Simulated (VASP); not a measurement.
# Si8NO14 (a cell with a defect) in VASP: further runs, part 2 of 2

VASP 6.6.1. Earlier steps stand in the parts before.

## Step 3: Single point, r2SCAN, collinear spin, ferromagnetic start

Input file POSCAR:

```
Si8NO14
1.0
   -4.9820000000     -4.9820000000      0.0000000000
    4.9820000000     -4.9820000000      0.0000000000
    0.0000000000      0.0000000000      6.9630000000
Si O N
8 14 1
Direct
    0.2202558440      0.4950051097      0.0361745510
   -0.0139715010      0.2162481547      0.2973265245
    0.7558881499      0.5042461795      0.5376247991
    0.0366986238      0.7721579509      0.7491657004
    0.7472140162     -0.0031756240     -0.0255556779
    0.5254639334      0.7290223814      0.2266979628
    0.2426684947      0.0343179279      0.4483199009
    0.4646303957      0.2758957622      0.7530091881
    0.4023696160      0.5445107174      0.1680004188
    0.8314185828      0.3072173100      0.4454278777
    0.5893598060      0.4569855702      0.6895343092
    0.1424894973      0.6881326870      0.9372752412
    0.9324422163      0.5961868634      0.6491056075
    0.6767390651      0.6583342976      0.3861660354
    0.0650065869      0.3964021210      0.1732363044
    0.2814456589      0.3443898948      0.8732074952
    0.8637345624      0.0828964407      0.1532961805
    0.1797378749      0.8673058617      0.5968176729
    0.5916001642      0.1402986111      0.8880906325
    0.3867563602      0.1760249482      0.5600296875
    0.6440692059      0.8046674896      0.0441464060
    0.8923730503      0.9402622190      0.8056422970
    0.3699297962     -0.0955428739      0.2853908855
```

Input file INCAR.step1:

```
SYSTEM = Si8NO14
PREC = Accurate
ENCUT = 520
ISMEAR = 0
SIGMA = 0.05
LREAL = Auto
LASPH = .TRUE.
NELM = 150
ISPIN = 2
MAGMOM = 0 0 0 0 0 0 0 0 0 0 0 0 0 0 0 0 0 0 0 0 0 0 1
NBANDS = 82
GGA = PE
ALGO = Normal
EDIFF = 1E-4
LWAVE = .TRUE.
LCHARG = .FALSE.
```

Input file INCAR.step2:

```
SYSTEM = Si8NO14
PREC = Accurate
ENCUT = 520
EDIFF = 1E-6
ISMEAR = 0
SIGMA = 0.05
LREAL = Auto
LASPH = .TRUE.
NELM = 150
ALGO = Normal
ISIF = 2
LWAVE = .FALSE.
LCHARG = .FALSE.
ISPIN = 2
MAGMOM = 0 0 0 0 0 0 0 0 0 0 0 0 0 0 0 0 0 0 0 0 0 0 1
LORBIT = 11
METAGGA = R2SCAN
LMIXTAU = .TRUE.
NBANDS = 82
ISTART = 1
```

Input file KPOINTS:

```
Automatic mesh
0
G
  2 2 2
  0 0 0
```

Potentials or basis: VASP PAW PBE potentials, release 64 (Si, O, N).

On the command line:

```bash
$ cat potpaw_PBE.64/Si/POTCAR potpaw_PBE.64/O/POTCAR potpaw_PBE.64/N/POTCAR > POTCAR
$ cp INCAR.step1 INCAR
$ mpirun -np 1 vasp_std > vasp.out
$ cp INCAR.step2 INCAR
$ mpirun -np 1 vasp_std > vasp.out
```

OUTCAR:

```text
SYSTEM = Si8NO14
   PREC = Accurate
   ENCUT = 520
   EDIFF = 1E-6
   ISMEAR = 0
   LREAL = Auto
   LASPH = .TRUE.
   NELM = 150
   ISIF = 2
   ISPIN = 2
   LORBIT = 11
   METAGGA = R2SCAN
   ISTART = 1

 ion  position               nearest neighbor table
   1  0.220  0.495  0.036-  15 1.61  16 1.61   9 1.62  12 1.62   6 3.02   8 3.04   4 3.08   2 3.14

   2  0.986  0.216  0.297-  17 1.62  10 1.63  15 1.63   7 2.45   3 3.09   1 3.14
   3  0.756  0.504  0.538-  13 1.60  14 1.61  11 1.61  10 1.62   8 3.01   2 3.09   4 3.11   6 3.14

   4  0.037  0.772  0.749-  13 1.60  18 1.61  22 1.61  12 1.62   5 3.02   1 3.08   3 3.11   7 3.15

   5  0.747  0.997  0.974-  19 1.61  22 1.61  17 1.61  21 1.61   6 3.01   4 3.02
   6  0.525  0.729  0.227-  21 1.61   9 1.62  14 1.62  23 1.70   5 3.01   1 3.02   3 3.14
   7  0.243  0.034  0.448-  20 1.62  18 1.63  23 1.71   2 2.45   8 3.14   4 3.15
[... 1496 lines left out ...]
      0.23858     -9.13019      5.60969         0.013649     -0.002689      0.003820
      2.66302     -6.34900      1.98718         0.014998      0.021457     -0.007566
 -----------------------------------------------------------------------------------
    total drift:                               -0.011956      0.004851     -0.024642

  FREE ENERGIE OF THE ION-ELECTRON SYSTEM (eV)
  ---------------------------------------------------
  free  energy   TOTEN  =      -224.6636434645 eV

  energy  without entropy=     -224.6636434645  energy(sigma->0) =     -224.66364346

 total charge

# of ion       s       p       d       tot
------------------------------------------
    1        0.636   1.003   0.000   1.639
    2        0.660   0.938   0.000   1.598
    3        0.634   1.004   0.000   1.638
    4        0.636   1.010   0.000   1.645
    5        0.633   1.006   0.000   1.639
    6        0.643   1.005   0.000   1.649
[... 15 lines left out ...]
   22        1.559   3.731   0.000   5.290
   23        1.263   2.523   0.000   3.786
--------------------------------------------------
tot         28.195  62.588   0.000  90.783

 magnetization (x)

# of ion       s       p       d       tot
------------------------------------------
    1       -0.000  -0.000   0.000  -0.000
    2       -0.001  -0.001   0.000  -0.003
    3       -0.000  -0.000   0.000  -0.000
    4        0.001   0.001   0.000   0.002
    5       -0.000  -0.000   0.000  -0.000
    6       -0.005  -0.009   0.000  -0.014
[... 15 lines left out ...]
   22        0.000   0.002   0.000   0.002
   23        0.025   0.560   0.000   0.585
--------------------------------------------------
tot          0.022   0.650   0.000   0.673
```

Run time: 56 min. Hardware: 1 thread of Oxide Virtual Turin-like, shared host; peak memory 0.72 GiB.

What came out:

```
Free energy                                           : -224.6636 eV
Pressure                                              : 0.0 GPa
Largest force                                         : 0.055 eV/Å
Band gap on the k mesh                                : 1.58 eV
Net moment                                            : 1.00 μB per cell
Site moments                                          : Si -0.00, +0.00, -0.01 (each value once); O +0.03, -0.00, +0.00, +0.04, +0.01 (each value once); N +0.58 μB
Valence electrons inside the program's atomic spheres : Si 1.64, 1.60, 1.65, 1.62 (each value once); O 5.28, 5.27, 5.30, 5.29 (each value once); N 3.79
```

Forces in eV/Å, atoms in the order of the input:
```
Si   0.021  0.019  0.015
Si  -0.040  0.016  0.034
Si   0.003 -0.016  0.021
Si  -0.013 -0.014 -0.007
Si   0.011 -0.016 -0.021
Si   0.021 -0.005  0.017
Si  -0.008 -0.017 -0.045
Si   0.000  0.015 -0.008
O   -0.009  0.001  0.014
O   -0.003 -0.004  0.001
O    0.005 -0.005 -0.002
O   -0.004  0.007  0.000
O   -0.001 -0.001  0.004
O   -0.012  0.011  0.002
O   -0.015  0.007  0.000
O    0.002 -0.002  0.001
O   -0.001  0.002 -0.006
O   -0.002  0.006 -0.013
O    0.003 -0.011  0.001
O    0.012 -0.004 -0.011
O    0.001 -0.007  0.007
O    0.014 -0.003  0.004
N    0.015  0.021 -0.008
```

Caveat: the k points lie up to 0.45 Å⁻¹ apart; the PAW data sets were made with another functional, which shifts forces and pressure a little.
